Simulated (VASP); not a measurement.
# LiCl: single point with PBEsol

LiCl:

```xyz
2
Lattice="3.2310 0.0000 0.0000 0.0000 3.2310 0.0000 0.0000 0.0000 3.2310" Properties=species:S:1:pos:R:3 pbc="T T T"
Li    0.0000    0.0000    0.0000
Cl    1.6155    1.6155    1.6155
```

- Program: VASP 6.6.1
- Task: single point
- Functional: PBEsol
- Potentials or basis: VASP PAW PBE potentials, release 64 (Li_sv, Cl)
- Cutoff: 520 eV
- k mesh: 6 × 6 × 6
- Occupations: fermi-dirac, width 0.03 eV
- Spin: no spin polarisation
- Dipole correction: no
- Further INCAR settings: ALGO = Normal; EDIFF = 1e-06; NBANDS = 12

| Quantity | Value |
| --- | --- |
| Band gap on the k mesh | 4.42 eV, indirect (least direct gap 5.04 eV) |

Levels at points of the mesh, in eV from the valence-band top:
```csv
k point,band 1,band 2,band 3,band 4,band 5,band 6,band 7,band 8,band 9,band 10
"(0.00, 0.00, 0.00)",-44.57,-14.43,-0.89,-0.89,-0.89,4.42,8.45,8.45,13.39,13.39
"(0.50, 0.00, 0.00)",-44.57,-13.86,-4.24,-0.37,-0.37,5.76,9.67,10.19,10.19,10.39
"(0.50, 0.50, 0.00)",-44.56,-13.29,-3.59,-3.59,0.00,5.04,9.88,9.88,10.58,13.35
"(0.50, 0.50, 0.50)",-44.56,-12.80,-2.66,-2.66,-2.66,4.94,4.94,4.94,12.24,18.91
```

It took 2.9 s on 1 thread of AMD EPYC 9R45 96-Core Processor (Zen 5), on a shared host, peak memory 0.1 GiB.

 A k mesh can miss the band edges.
